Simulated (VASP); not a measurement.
AlCo (rocksalt type):

```
Co Al
1.0
     0.00000    2.41380    2.41380
     2.41380    0.00000    2.41380
     2.41380    2.41380    0.00000
Co Al
1 1
Direct
  0.00000 0.00000 0.00000
  0.50000 0.50000 0.50000
```

* Program: VASP 6.6.1
* Task: relaxation of cell and atoms
* Functional: LDA
* Potentials or basis: VASP PAW LDA potentials, release 64 (Co, Al)
* Cutoff: 600 eV
* k mesh: 15 × 15 × 15
* Occupations: fermi-dirac, width 0.08 eV
* Spin: no spin polarisation

At the start: pressure -10.6 GPa; volume 14.06 Å³/atom.

Question: How do energy, volume and symmetry change on relaxing?

Answer: Over 3 steps the energy falls by 44.0 meV/atom and the volume is 12.84 Å³/atom (-8.7 %); space group Fm-3m (No. 225, to 0.1 Å) before and after.

Step by step:
| step | energy change (eV) | largest force (eV/Å) | pressure (GPa) | volume (Å³) |
| --- | --- | --- | --- | --- |
| 1 | 0.0000 | 0.0000 | -10.60 | 28.13 |
| 2 | -0.0626 | 0.0000 | 7.20 | 24.51 |
| 3 | -0.0881 | 0.0000 | -0.03 | 25.68 |

Final structure:
```
Co Al
1.0
     0.00000    2.34159    2.34159
     2.34159    0.00000    2.34159
     2.34159    2.34159    0.00000
Co Al
1 1
Direct
  0.00000 0.00000 0.00000
  0.50000 0.50000 0.50000
```

Caveat: the run has no spin polarisation, though such a crystal can be magnetic.
